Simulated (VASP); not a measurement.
# Al (Fm-3m) in VASP: a series of runs

Al is run at these levels: PBE, LDA; tasks: single point.

All numbers are computed with VASP 6.6.1; they aren't measurements. Logs are shortened: lines on timing, memory, paths and dates and some standing lists are left out, and cuts for length are marked.

### 1 The cell of the first run

Symmetry: Fm-3m, No. 225, cubic system. Conventional cell: a = 4.050 Å, b = 4.050 Å, c = 4.050 Å, α = 90.00°, β = 90.00°, γ = 90.00°. Within 3.8 Å of Al (site symmetry m-3m) lie 12 Al at 2.86 Å.

### 2 Single point, PBE

The input, INCAR:

```
  ALGO = Normal
  EDIFF = 1E-6
  ENCUT = 520
  GGA = PE
  ISIF = 2
  ISMEAR = -1
  LASPH = True
  LCHARG = False
  LREAL = False
  LWAVE = False
  NBANDS = 8
  NELM = 60
  PREC = Accurate
  SIGMA = 0.03
```

The input, KPOINTS:

```
k-points
0
Gamma
  6 6 6
```

The input, POSCAR:

```
Al
1.0
    0.0000000000      2.0248050000      2.0248050000
    2.0248050000      0.0000000000      2.0248050000
    2.0248050000      2.0248050000      0.0000000000
Al
1
Direct
    0.0000000000      0.0000000000      0.0000000000
```

Potentials or basis: VASP PAW PBE potentials, release 64 (Al).

The run is started by

```bash
> cat potpaw_PBE.64/Al/POTCAR > POTCAR
> mpirun -np 1 vasp_std > vasp.out
```

OUTCAR:

```text
EDIFF = 1E-6
   ENCUT = 520
   GGA = PE
   ISIF = 2
   ISMEAR = -1
   LASPH = True
   LREAL = False
   NELM = 60
   PREC = Accurate

 ion  position               nearest neighbor table
   1  0.000  0.000  0.000-

  LATTYP: Found a face centered cubic cell.
 ALAT       =     4.0496100000

  Lattice vectors:

 A1 = (   0.0000000000,   2.0248050000,   2.0248050000)
 A2 = (   2.0248050000,   0.0000000000,   2.0248050000)
 A3 = (   2.0248050000,   2.0248050000,   0.0000000000)

Analysis of symmetry for initial positions (statically):
=====================================================================
 Subroutine PRICEL returns:
 Original cell was already a primitive cell.

 Routine SETGRP: Setting up the symmetry group for a
 face centered cubic supercell.

 Subroutine GETGRP returns: Found 48 space group operations
[... 9 lines left out ...]

 Routine SETGRP: Setting up the symmetry group for a
 face centered cubic supercell.

 Subroutine GETGRP returns: Found 48 space group operations
 (whereof 48 operations were pure point group operations)
 out of a pool of 48 trial point group operations.

The dynamic configuration has the point symmetry O_h .

 Subroutine INISYM returns: Found 48 space group operations
 (whereof 48 operations are pure point group operations),
 and found     1 'primitive' translations

----------------------------------------------------------------------------------------

                                     Primitive cell

  volume of cell :      16.6027

  direct lattice vectors                    reciprocal lattice vectors
     0.000000000  2.024805000  2.024805000    -0.246937359  0.246937359  0.246937359
     2.024805000  0.000000000  2.024805000     0.246937359 -0.246937359  0.246937359
     2.024805000  2.024805000  0.000000000     0.246937359  0.246937359 -0.246937359

  length of vectors
     2.863506692  2.863506692  2.863506692     0.427708053  0.427708053  0.427708053

  position of ions in fractional coordinates (direct lattice)
     0.000000000  0.000000000  0.000000000

  ion indices of the primitive-cell ions
   primitive index   ion index
                 1           1

----------------------------------------------------------------------------------------

 KPOINTS: k-points

Automatic generation of k-mesh.
 Grid dimensions read from file:
 generate k-points for:    6    6    6

 Generating k-lattice:

  Cartesian coordinates                     Fractional coordinates (reciprocal lattice)
    -0.041156227  0.041156227  0.041156227     0.166666667  0.000000000  0.000000000
     0.041156227 -0.041156227  0.041156227     0.000000000  0.166666667  0.000000000
     0.041156227  0.041156227 -0.041156227     0.000000000  0.000000000  0.166666667

  Length of vectors
     0.071284675  0.071284675  0.071284675

  Shift w.r.t. Gamma in fractional coordinates (k-lattice)
     0.000000000  0.000000000  0.000000000

 Subroutine IBZKPT returns following result:
 ===========================================

 Found     16 irreducible k-points:

 Following reciprocal coordinates:
            Coordinates               Weight
  0.000000  0.000000  0.000000      1.000000
  0.166667  0.000000  0.000000      8.000000
  0.333333  0.000000  0.000000      8.000000
  0.500000  0.000000  0.000000      4.000000
  0.166667  0.166667  0.000000      6.000000
  0.333333  0.166667  0.000000     24.000000
[... 8 lines left out ...]
 -0.333333  0.333333  0.166667     24.000000
 -0.333333  0.500000  0.166667     12.000000
   k-points           NKPTS =     16   k-points in BZ     NKDIM =     16   number of bands    NBANDS=      8
   number of dos      NEDOS =    301   number of ions     NIONS =      1
   total plane-waves  NPLWV =  13824
   dimension x,y,z NGX =    24 NGY =   24 NGZ =   24
   dimension x,y,z NGXF=    48 NGYF=   48 NGZF=   48
   ions per type =               1
   NGX,Y,Z   is equivalent  to a cutoff of  13.93, 13.93, 13.93 a.u.
   NGXF,Y,Z  is equivalent  to a cutoff of  27.87, 27.87, 27.87 a.u.
 SYSTEM =  unknown system
   PREC   = accura    normal or accurate (medium, high low for compatibility)
   ISTART =      0    job   : 0-new  1-cont  2-samecut
   ICHARG =      2    charge: 1-file 2-atom 10-const
   ISPIN  =      1    spin polarized calculation?
   LNONCOLLINEAR =      F non collinear calculations
   LSORBIT =      F    spin-orbit coupling
   LASPH  =      T    aspherical Exc in radial PAW
   ENCUT  =  520.0 eV  38.22 Ry    6.18 a.u.   5.32  5.32  5.32*2*pi/ulx,y,z
   NELM   =     60;   NELMIN=  2; NELMDL= -5     # of ELM steps
   EDIFF  = 0.1E-05   stopping-criterion for ELM
   LREAL  =      F    real-space projection
   EDIFFG = 0.1E-04   stopping-criterion for IOM
   NSW    =      0    number of steps for IOM
   IBRION =     -1    ionic relax: 0-MD 1-quasi-New 2-CG
   NFREE  =      0    steps in history (QN), initial steepest desc. (CG)
   ISIF   =      2    stress and relaxation
   ISYM   =      2    0-nonsym 1-usesym 2-fastsym
   POTIM  = 0.5000    time-step for ionic-motion
   TEBEG  =    0.0;   TEEND  =   0.0 temperature during run
   PSTRESS=    0.0 pullay stress
   NELECT =       3.0000    total number of electrons
   NUPDOWN=      -1.0000    fix difference up-down
   EMIN   =  10.00;   EMAX   =-10.00  energy-range for DOS
   EFERMI =   0.00;   METHOD = LEGACY
   ISMEAR =    -1;   SIGMA  =   0.03  broadening in eV -4-tet -1-fermi 0-gaus
   EFERMI_NEDOS =   21; number of points for ismear=-14 and -15
   IALGO  =     38    algorithm
   IMIX   =      4    mixing-type and parameters
     AMIX     =   0.40;   BMIX     =  1.00
     AMIX_MAG =   1.60;   BMIX_MAG =  1.00
  volume/ion in A,a.u.               =      16.60       112.04
  Fermi-wavevector in a.u.,A,eV,Ry     =   0.925526  1.748991 11.654733  0.856599
  Thomas-Fermi vector in A             =   2.051390
   LORBIT       =      0    0 simple, 1 ext, 2 COOP (PROOUT), +10 PAW based schemes
   GGA     = PE    functional components
   LHFCALC =     F    Hartree Fock is set to
   AEXX    =    0.0000 exact exchange contribution
   IVDW    =     0    specifies the selected vdW correction
   LEPSILON=     F    determine dielectric tensor
   LRPA    =     F    only Hartree local field effects (RPA)
 non-spin polarized calculation
  energy-cutoff  :      520.00
  volume of cell :       16.60
 maximum number of plane-waves:       459
 NGX is ok and might be reduce to    24
   NGX = 11   NGY = 11   NGZ = 11

 number of electron       3.0000000 magnetization

 Free energy of the ion-electron system (eV)
  ---------------------------------------------------
  ext. energy  EPLUGINS =         0.00000000
  ---------------------------------------------------
  free energy    TOTEN  =        -3.81179682 eV

  energy without entropy =       -3.80934992  energy(sigma->0) =       -3.81057337

 E-fermi :   8.3076     XC(G=0): -10.1746

 val. band max:        7.2850739414   @ k =  -0.3333   0.5000   0.1667
 cond. band min:       8.3191106135   @ k =  -0.3333   0.3333   0.0000
 fundamental gap:      1.0340366721
 Fermi energy:         8.3075599169

 k-point     1 :       0.0000    0.0000    0.0000
  band No.  band energies     occupation
      1      -3.1569      2.00000
      2      20.5190      0.00000
      3      20.5190      0.00000
      4      20.5190      0.00000
      5      21.9658      0.00000
      6      21.9658      0.00000
      7      21.9658      0.00000
      8      24.3523      0.00000

 k-point     2 :       0.1667    0.0000    0.0000
  band No.  band energies     occupation
      1      -2.4065      2.00000
      2      14.5525      0.00000
      3      19.2399      0.00000
      4      19.2399      0.00000
      5      22.4601      0.00000
      6      23.8893      0.00000
      7      23.8893      0.00000
      8      25.1520      0.00000

 k-point     3 :       0.3333    0.0000    0.0000
  band No.  band energies     occupation
      1      -0.1787      2.00000
      2       8.4282      0.03525
      3      18.6586      0.00000
      4      18.6586      0.00000
      5      21.2443      0.00000
      6      21.2443      0.00000
      7      22.2084      0.00000
      8      25.2000      0.00000

 k-point     4 :       0.5000    0.0000    0.0000
  band No.  band energies     occupation
      1       3.3669      2.00000
      2       3.5631      2.00000
      3      19.2790      0.00000
      4      19.2790      0.00000
      5      19.3671      0.00000
      6      19.3671      0.00000
      7      23.0219      0.00000
      8      23.1347      0.00000

 k-point     5 :       0.1667    0.1667    0.0000
  band No.  band energies     occupation
      1      -2.1573      2.00000
      2      16.9098      0.00000
      3      16.9098      0.00000
      4      17.0797      0.00000
      5      20.1477      0.00000
      6      20.3762      0.00000
      7      26.9478      0.00000
      8      26.9478      0.00000
[... 89 lines left out ...]
 k-point    14 :       0.5000    0.3333    0.1667
  band No.  band energies     occupation
      1       1.7702      2.00000
      2       9.6353      0.00000
      3      11.0853      0.00000
      4      13.2829      0.00000
      5      20.7090      0.00000
      6      22.3333      0.00000
      7      24.3026      0.00000
      8      30.9266      0.00000

 k-point    15 :      -0.3333    0.3333    0.1667
  band No.  band energies     occupation
      1       5.2148      2.00000
      2       5.4696      2.00000
      3      10.9318      0.00000
      4      11.4853      0.00000
      5      21.9015      0.00000
      6      22.3898      0.00000
      7      26.8086      0.00000
      8      27.9449      0.00000

 k-point    16 :      -0.3333    0.5000    0.1667
  band No.  band energies     occupation
      1       5.9447      2.00000
      2       7.2851      2.00000
      3       8.7113      0.00000
      4      10.2658      0.00000
      5      19.8226      0.00000
      6      21.6472      0.00000
      7      27.9156      0.00000
      8      28.9437      0.00000

------------------------ aborting loop because EDIFF is reached ----------------------------------------

  FORCE on cell =-STRESS in cart. coord.  units (eV):
  Direction    XX          YY          ZZ          XY          YZ          ZX
  --------------------------------------------------------------------------------------
  -------------------------------------------------------------------------------------
  Total       -0.0018763     -0.0018763     -0.0018763      0.0000000      0.0000000     -0.0000000
  in kB       -0.1810686     -0.1810686     -0.1810686      0.0000000      0.0000000     -0.0000000
  external PRESSURE =      -0.1810686 kB  Pullay stress =       0.0000000 kB

 VOLUME and BASIS-vectors are now :
 -----------------------------------------------------------------------------
  energy-cutoff  :      520.00
  volume of cell :       16.60
      direct lattice vectors                 reciprocal lattice vectors
     0.000000000  2.024805000  2.024805000    -0.246937359  0.246937359  0.246937359
     2.024805000  0.000000000  2.024805000     0.246937359 -0.246937359  0.246937359
     2.024805000  2.024805000  0.000000000     0.246937359  0.246937359 -0.246937359

 POSITION                                       TOTAL-FORCE (eV/Angst)
 -----------------------------------------------------------------------------------
      0.00000      0.00000      0.00000         0.000000      0.000000      0.000000
 -----------------------------------------------------------------------------------
    total drift:                                0.000000     -0.000000     -0.000000

  FREE ENERGIE OF THE ION-ELECTRON SYSTEM (eV)
  ---------------------------------------------------
  free  energy   TOTEN  =        -3.8117968188 eV

  energy  without entropy=       -3.8093499188  energy(sigma->0) =       -3.81057337
```

It took 2.9 s on 1 thread of AMD EPYC 7R13 (Zen 3), shared host; peak memory 0.1 GiB.

Results:

```yaml
Free_energy: -3.8118 eV
Pressure: 0.0 GPa
```

Levels at points of the mesh, in eV from the Fermi level:
```csv
k point,band 1,band 2,band 3,band 4
"(0.00, 0.00, 0.00)",-11.46,12.21,12.21,12.21
"(0.50, 0.00, 0.00)",-4.94,-4.74,10.97,10.97
"(0.50, 0.50, 0.00)",-3.28,-1.97,4.88,5.19
```

Caveat: the k points lie up to 0.45 Å⁻¹ apart.

### 3 Single point, PBE

The input, INCAR:

```
  PREC = Accurate
  ENCUT = 520
  EDIFF = 1E-7
  ISMEAR = 0
  SIGMA = 0.014
  LREAL = False
  LASPH = True
  NELM = 100
  ALGO = Normal
  ISIF = 2
  LWAVE = False
  LCHARG = False
  GGA = PE
  NBANDS = 8
```

The input, KPOINTS:

```
regular mesh
0
Gamma
  11 11 11
```

POSCAR is that of step 2.

Potentials or basis: VASP PAW PBE potentials, release 64 (Al).

The run is started by

```bash
> cat potpaw_PBE.64/Al/POTCAR > POTCAR
> mpirun -np 1 vasp_std > vasp.out
```

Run time: 7.8 s. Hardware: 1 thread of AMD EPYC 7R13 (Zen 3), shared host; peak memory 0.1 GiB.

Results (log left out):

```
Free energy : -3.7526 eV
Pressure    : -0.5 GPa
```

Levels at points of the mesh, in eV from the Fermi level:
```tsv
k point	band 1	band 2	band 3	band 4
(0.00, 0.00, 0.00)	-11.12	12.56	12.56	12.56
```

### 4 Single point, LDA

The input, INCAR:

```
PREC = Accurate
ENCUT = 520
EDIFF = 1E-6
ISMEAR = -1
SIGMA = 0.05
LREAL = F
LASPH = T
NELM = 60
ALGO = Normal
ISIF = 2
LWAVE = F
LCHARG = F
GGA = CA
NBANDS = 8
```

The input, KPOINTS:

```
Automatic mesh
0
Gamma
  11 11 11
```

POSCAR is that of step 3.

Potentials or basis: VASP PAW LDA potentials, release 64 (Al).

The run is started by

```bash
> cat potpaw_LDA.64/Al/POTCAR > POTCAR
> mpirun -np 1 vasp_std > vasp.out
```

Run time: 5.5 s. Hardware: 1 thread of AMD EPYC 7R13 (Zen 3), shared host; peak memory 0.09 GiB.

The run converged. Its results:

* Free energy: -4.1924 eV
* Pressure: -3.6 GPa

Levels at points of the mesh, in eV from the Fermi level:
```csv
k point,band 1,band 2,band 3,band 4,band 5,band 6
"(0.00, 0.00, 0.00)",-11.07,12.52,12.52,12.52,13.79,13.79
```

### 5 Overview

```tsv
level	potentials or basis	k mesh	smearing	gap on the mesh (eV)	pressure (GPa)
PBE	VASP PAW PBE potentials, release 64 (Al)	6 × 6 × 6	fermi-dirac 0.03 eV	none	0.0
PBE	VASP PAW PBE potentials, release 64 (Al)	11 × 11 × 11	gaussian 0.014 eV	none	-0.5
LDA	VASP PAW LDA potentials, release 64 (Al)	11 × 11 × 11	fermi-dirac 0.05 eV	none	-3.6
```

Alike in all rows: task single point; no spin polarisation; cell as given; cutoff (eV) 520.

Caveats: some runs use coarse meshes.

Absolute energies hang on the potentials; compare differences alone.
